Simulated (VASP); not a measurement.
# Zr5Cl (F222) in VASP: single point with PBE

Aim: the single point of Zr5Cl with PBE.

Everything below comes from runs of VASP 6.6.1. Logs are shortened: lines on timing, memory, paths and dates and some standing lists are left out, and cuts for length are marked.

## 1. The cell of the first run

Symmetry: F222, No. 22, orthorhombic system. The conventional cell has a = 5.624 Å, b = 7.223 Å, c = 15.269 Å, α = 90.00°, β = 90.00°, γ = 90.00°. Zr (site symmetry 2) has 3 Cl at 2.39 to 3.07 Å and 5 Zr at 2.44 to 3.05 Å within 3.2 Å. Within 3.5 Å of Zr (site symmetry 2) lie 5 Zr at 2.63 to 3.10 Å and 2 Cl at 3.39 Å. Zr (site symmetry 222) has 12 Zr at 3.10 to 4.11 Å within 4.2 Å. Within 3.2 Å of Cl (site symmetry 222) lie 6 Zr at 2.39 to 3.07 Å.

The cell was generated, and may not be a known phase.

## 2. Single point, PBE

INCAR reads:

```
SYSTEM = Zr5Cl
PREC     = Accurate       ! precision mode
ENCUT    = 520            ! plane-wave cutoff, eV
EDIFF    = 1E-7           ! SCF threshold, eV
ISMEAR   = 0              ! smearing method
SIGMA    = 0.2            ! smearing width, eV
LREAL    = .FALSE.        ! projectors in reciprocal space
LASPH    = .TRUE.         ! aspherical terms in the spheres
NELM     = 80             ! most SCF steps
ALGO     = Fast           ! electronic algorithm
ISIF     = 2              ! what is computed and relaxed
LWAVE    = .FALSE.        ! write WAVECAR
LCHARG   = .FALSE.        ! write CHGCAR
GGA      = PE             ! functional
NBANDS   = 42             ! bands
```

KPOINTS reads:

```
regular mesh
0
G
  4 4 4
  0 0 0
```

POSCAR reads:

```
Zr5Cl
1.0
    0.0000000000      3.6116894060      7.6345705570
    2.8121388793      0.0000000000      7.6345705570
    2.8121388793      3.6116894060      0.0000000000
Zr Cl
5 1
Direct
    0.8308981378      0.1691018622      0.8308981378
    0.1691018622      0.8308981378      0.1691018622
    0.3360697689      0.3360697689      0.1639302311
    0.1639302311      0.1639302311      0.3360697689
    0.7500000000      0.7500000000      0.7500000000
    0.5000000000      0.5000000000      0.5000000000
```

Potentials or basis: VASP PAW PBE potentials, release 64 (Zr_sv, Cl).

Launch:

```sh
cat potpaw_PBE.64/Zr_sv/POTCAR potpaw_PBE.64/Cl/POTCAR > POTCAR
mpirun -np 1 vasp_std > vasp.out
```

OUTCAR:

```text
SYSTEM = Zr5Cl
   PREC = Accurate
   ENCUT = 520
   EDIFF = 1E-7
   ISMEAR = 0
   LREAL = .FALSE.
   LASPH = .TRUE.
   NELM = 80
   ISIF = 2
   GGA = PE

 ion  position               nearest neighbor table
   1  0.831  0.169  0.831-   6 2.39   2 2.44   4 2.93   3 2.93   2 3.05   2 3.05   6 3.07   6 3.07

   2  0.169  0.831  0.169-   6 2.39   1 2.44   4 2.93   3 2.93   1 3.05   1 3.05   6 3.07   6 3.07

   3  0.336  0.336  0.164-   4 2.63   2 2.93   1 2.93   5 3.10   5 3.10   5 3.84   5 3.84
   4  0.164  0.164  0.336-   3 2.63   2 2.93   1 2.93   5 3.10   5 3.10   5 3.84   5 3.84
   5  0.750  0.750  0.750-   3 3.10   3 3.10   4 3.10   4 3.10   4 3.84   3 3.84   3 3.84   4 3.84

   6  0.500  0.500  0.500-   1 2.39   2 2.39   2 3.07   2 3.07   1 3.07   1 3.07

  LATTYP: Found a face centered orthorhombic cell.
 ALAT       =     5.6242777586
 B/A-ratio  =     1.2843211381
 C/A-ratio  =     2.7148625600

  Lattice vectors:

 A1 = (   0.0000000000,   3.6116894060,   7.6345705570)
 A2 = (   2.8121388793,   0.0000000000,   7.6345705570)
 A3 = (   2.8121388793,   3.6116894060,   0.0000000000)

Analysis of symmetry for initial positions (statically):
=====================================================================
 Subroutine PRICEL returns:
 Original cell was already a primitive cell.

 Routine SETGRP: Setting up the symmetry group for a
 face centered orthorhombic supercell.

 Subroutine GETGRP returns: Found  4 space group operations
 (whereof  4 operations were pure point group operations)
 out of a pool of  8 trial point group operations.

The static configuration has the point symmetry D_2 .

Analysis of symmetry for dynamics (positions and initial velocities):
=====================================================================
 Subroutine PRICEL returns:
 Original cell was already a primitive cell.

 Routine SETGRP: Setting up the symmetry group for a
 face centered orthorhombic supercell.

 Subroutine GETGRP returns: Found  4 space group operations
 (whereof  4 operations were pure point group operations)
 out of a pool of  8 trial point group operations.

The dynamic configuration has the point symmetry D_2 .

 Subroutine INISYM returns: Found  4 space group operations
 (whereof  4 operations are pure point group operations),
 and found     1 'primitive' translations

----------------------------------------------------------------------------------------

                                     Primitive cell

  volume of cell :     155.0821

  direct lattice vectors                    reciprocal lattice vectors
     0.000000000  3.611689406  7.634570557    -0.177800607  0.138439368  0.065491568
     2.812138879  0.000000000  7.634570557     0.177800607 -0.138439368  0.065491568
     2.812138879  3.611689406  0.000000000     0.177800607  0.138439368 -0.065491568

  length of vectors
     8.445766274  8.136018232  4.577381942     0.234664996  0.234664996  0.234664996

  position of ions in fractional coordinates (direct lattice)
     0.830898138  0.169101862  0.830898138
     0.169101862  0.830898138  0.169101862
     0.336069769  0.336069769  0.163930231
     0.163930231  0.163930231  0.336069769
     0.750000000  0.750000000  0.750000000
     0.500000000  0.500000000  0.500000000

  ion indices of the primitive-cell ions
   primitive index   ion index
                 1           1
                 2           2
                 3           3
                 4           4
                 5           5
                 6           6

----------------------------------------------------------------------------------------

 KPOINTS: regular mesh

Automatic generation of k-mesh.
 Grid dimensions read from file:
 generate k-points for:    4    4    4

 Generating k-lattice:

  Cartesian coordinates                     Fractional coordinates (reciprocal lattice)
    -0.044450152  0.034609842  0.016372892     0.250000000  0.000000000  0.000000000
     0.044450152 -0.034609842  0.016372892     0.000000000  0.250000000 -0.000000000
     0.044450152  0.034609842 -0.016372892     0.000000000 -0.000000000  0.250000000

  Length of vectors
     0.058666249  0.058666249  0.058666249

  Shift w.r.t. Gamma in fractional coordinates (k-lattice)
     0.000000000  0.000000000  0.000000000

 Subroutine IBZKPT returns following result:
 ===========================================

 Found     18 irreducible k-points:

 Following reciprocal coordinates:
            Coordinates               Weight
  0.000000  0.000000  0.000000      1.000000
  0.250000  0.000000  0.000000      8.000000
  0.500000  0.000000  0.000000      4.000000
  0.250000  0.250000  0.000000      2.000000
  0.500000  0.250000  0.000000      8.000000
 -0.250000  0.250000  0.000000      4.000000
[... 10 lines left out ...]
 -0.250000  0.250000  0.500000      2.000000
  0.000000  0.500000  0.500000      1.000000
   k-points           NKPTS =     18   k-points in BZ     NKDIM =     18   number of bands    NBANDS=     42
   number of dos      NEDOS =    301   number of ions     NIONS =      6
   total plane-waves  NPLWV = 147456
   dimension x,y,z NGX =    64 NGY =   64 NGZ =   36
   dimension x,y,z NGXF=   128 NGYF=  128 NGZF=   72
   ions per type =               5   1
   NGX,Y,Z   is equivalent  to a cutoff of  12.60, 13.08, 13.07 a.u.
   NGXF,Y,Z  is equivalent  to a cutoff of  25.20, 26.15, 26.15 a.u.
 SYSTEM =  Zr5Cl
   PREC   = accura    normal or accurate (medium, high low for compatibility)
   ISTART =      0    job   : 0-new  1-cont  2-samecut
   ICHARG =      2    charge: 1-file 2-atom 10-const
   ISPIN  =      1    spin polarized calculation?
   LNONCOLLINEAR =      F non collinear calculations
   LSORBIT =      F    spin-orbit coupling
   LASPH  =      T    aspherical Exc in radial PAW
   ENCUT  =  520.0 eV  38.22 Ry    6.18 a.u.  15.70 15.13  8.51*2*pi/ulx,y,z
   NELM   =     80;   NELMIN=  2; NELMDL= -5     # of ELM steps
   EDIFF  = 0.1E-06   stopping-criterion for ELM
   LREAL  =      F    real-space projection
   EDIFFG = 0.1E-05   stopping-criterion for IOM
   NSW    =      0    number of steps for IOM
   IBRION =     -1    ionic relax: 0-MD 1-quasi-New 2-CG
   NFREE  =      0    steps in history (QN), initial steepest desc. (CG)
   ISIF   =      2    stress and relaxation
   ISYM   =      2    0-nonsym 1-usesym 2-fastsym
   POTIM  = 0.5000    time-step for ionic-motion
   TEBEG  =    0.0;   TEEND  =   0.0 temperature during run
   PSTRESS=    0.0 pullay stress
   NELECT =      67.0000    total number of electrons
   NUPDOWN=      -1.0000    fix difference up-down
   EMIN   =  10.00;   EMAX   =-10.00  energy-range for DOS
   EFERMI =   0.00;   METHOD = LEGACY
   ISMEAR =     0;   SIGMA  =   0.20  broadening in eV -4-tet -1-fermi 0-gaus
   EFERMI_NEDOS =   21; number of points for ismear=-14 and -15
   IALGO  =     68    algorithm
   IMIX   =      4    mixing-type and parameters
     AMIX     =   0.40;   BMIX     =  1.00
     AMIX_MAG =   1.60;   BMIX_MAG =  1.00
  volume/ion in A,a.u.               =      25.85       174.42
  Fermi-wavevector in a.u.,A,eV,Ry     =   1.237597  2.338719 20.839307  1.531646
  Thomas-Fermi vector in A             =   2.372157
   LORBIT       =      0    0 simple, 1 ext, 2 COOP (PROOUT), +10 PAW based schemes
   GGA     = PE    functional components
   LHFCALC =     F    Hartree Fock is set to
   AEXX    =    0.0000 exact exchange contribution
   IVDW    =     0    specifies the selected vdW correction
   LEPSILON=     F    determine dielectric tensor
   LRPA    =     F    only Hartree local field effects (RPA)
 non-spin polarized calculation
 RMM-DIIS sequential band-by-band and
 Gauss-broadening in eV      SIGMA  =   0.20
  energy-cutoff  :      520.00
  volume of cell :      155.08
 maximum number of plane-waves:      4212
 NGX is ok and might be reduce to    64
   NGX = 31   NGY = 31   NGZ = 17

 number of electron      67.0000000 magnetization

 Free energy of the ion-electron system (eV)
  ---------------------------------------------------
  ext. energy  EPLUGINS =         0.00000000
  ---------------------------------------------------
  free energy    TOTEN  =       -39.10252691 eV

  energy without entropy =      -38.93624572  energy(sigma->0) =      -39.01938632

 E-fermi :   7.0661     XC(G=0): -10.1489

 val. band max:        7.0640014432   @ k =   0.5000   0.5000   0.0000
 cond. band min:       7.0875626637   @ k =   0.5000  -0.2500   0.2500
 fundamental gap:      0.0235612205
 Fermi energy:         7.0660644002

 k-point     1 :       0.0000    0.0000    0.0000
  band No.  band energies     occupation
      1     -42.3188      2.00000
      2     -41.8953      2.00000
      3     -41.7442      2.00000
      4     -41.6737      2.00000
      5     -41.2823      2.00000
      6     -21.0849      2.00000
[... 34 lines left out ...]
     41       9.0747      0.00000
     42       9.2039      0.00000

 k-point     2 :       0.2500    0.0000    0.0000
  band No.  band energies     occupation
      1     -42.3161      2.00000
      2     -41.8856      2.00000
      3     -41.7443      2.00000
      4     -41.6679      2.00000
      5     -41.3016      2.00000
      6     -21.0695      2.00000
[... 34 lines left out ...]
     41       9.0053      0.00000
     42       9.2966      0.00000

 k-point     3 :       0.5000    0.0000    0.0000
  band No.  band energies     occupation
      1     -42.3133      2.00000
      2     -41.8763      2.00000
      3     -41.7438      2.00000
      4     -41.6608      2.00000
      5     -41.3225      2.00000
      6     -21.0494      2.00000
[... 627 lines left out ...]
      4     -41.6796      2.00000
      5     -41.3601      2.00000
      6     -21.0683      2.00000
[... 34 lines left out ...]
     41       8.5810      0.00000
     42       9.1050      0.00000

 k-point    18 :       0.0000    0.5000    0.5000
  band No.  band energies     occupation
      1     -42.3171      2.00000
      2     -41.8625      2.00000
      3     -41.6939      2.00000
      4     -41.6862      2.00000
      5     -41.3574      2.00000
      6     -21.0686      2.00000
[... 34 lines left out ...]
     41       8.7854      0.00000
     42       8.9649      0.00000

------------------------ aborting loop because EDIFF is reached ----------------------------------------

  FORCE on cell =-STRESS in cart. coord.  units (eV):
  Direction    XX          YY          ZZ          XY          YZ          ZX
  --------------------------------------------------------------------------------------
  -------------------------------------------------------------------------------------
  Total       -0.0411976      0.1912092      0.0333300      0.0000000      0.0000000      0.0000000
  in kB       -0.4256191      1.9754119      0.3443369      0.0000000      0.0000000      0.0000000
  external PRESSURE =       0.6313766 kB  Pullay stress =       0.0000000 kB

 VOLUME and BASIS-vectors are now :
 -----------------------------------------------------------------------------
  energy-cutoff  :      520.00
  volume of cell :      155.08
      direct lattice vectors                 reciprocal lattice vectors
     0.000000000  3.611689406  7.634570557    -0.177800607  0.138439368  0.065491568
     2.812138879  0.000000000  7.634570557     0.177800607 -0.138439368  0.065491568
     2.812138879  3.611689406  0.000000000     0.177800607  0.138439368 -0.065491568

 POSITION                                       TOTAL-FORCE (eV/Angst)
 -----------------------------------------------------------------------------------
      2.81214      6.00189      7.63457        -0.000000     -0.066601      0.000000
      2.81214      1.22149      7.63457        -0.000000      0.066601      0.000000
      1.40607      1.80584      5.13150         0.000000     -0.000000      0.014902
      1.40607      1.80584      2.50307         0.000000     -0.000000     -0.014902
      4.21821      5.41753     11.45186         0.000000     -0.000000     -0.000000
      2.81214      3.61169      7.63457         0.000000     -0.000000     -0.000000
 -----------------------------------------------------------------------------------
    total drift:                               -0.000001     -0.000001     -0.000001

  FREE ENERGIE OF THE ION-ELECTRON SYSTEM (eV)
  ---------------------------------------------------
  free  energy   TOTEN  =       -39.1025269110 eV

  energy  without entropy=      -38.9362457190  energy(sigma->0) =      -39.01938632
```

Wall time 18 min (1 thread of Oxide Virtual Turin-like, shared host); peak memory 0.39 GiB.

What came out:

| Item | Value |
| --- | --- |
| Free energy | -39.1025 eV |
| Pressure | 0.1 GPa |
| Largest force | 0.067 eV/Å |
| Band gap on the k mesh | zero (an odd number of electrons rules out a gap without spin polarisation) |

Forces in eV/Å, atoms in the order of the input:
```
Zr   0.000 -0.067  0.000
Zr   0.000  0.067  0.000
Zr   0.000  0.000  0.015
Zr   0.000  0.000 -0.015
Zr   0.000  0.000  0.000
Cl   0.000  0.000  0.000
```

Levels at points of the mesh, in eV from the Fermi level:
| k point | band 31 | band 32 | band 33 | band 34 | band 35 | band 36 | band 37 | band 38 |
| --- | --- | --- | --- | --- | --- | --- | --- | --- |
| (0.00, 0.00, 0.00) | -0.53 | -0.48 | -0.04 | 0.03 | 0.55 | 0.58 | 0.80 | 0.99 |
| (0.50, 0.00, 0.00) | -0.80 | -0.55 | -0.21 | -0.09 | 0.35 | 0.61 | 1.10 | 1.39 |
| (0.50, 0.50, 0.00) | -0.80 | -0.12 | -0.06 | 0.00 | 0.54 | 0.79 | 0.81 | 0.85 |
| (0.50, 0.00, 0.50) | -0.47 | -0.32 | -0.29 | -0.19 | 0.44 | 0.46 | 0.75 | 0.81 |
| (0.00, 0.50, 0.50) | -0.46 | -0.44 | -0.44 | -0.08 | 0.26 | 0.42 | 0.57 | 0.74 |

Caveat: the k points lie up to 0.37 Å⁻¹ apart, too coarse for converged energies and pressures of a metal.

The gap in the log of VASP goes by the Fermi energy; the results here count the filled bands.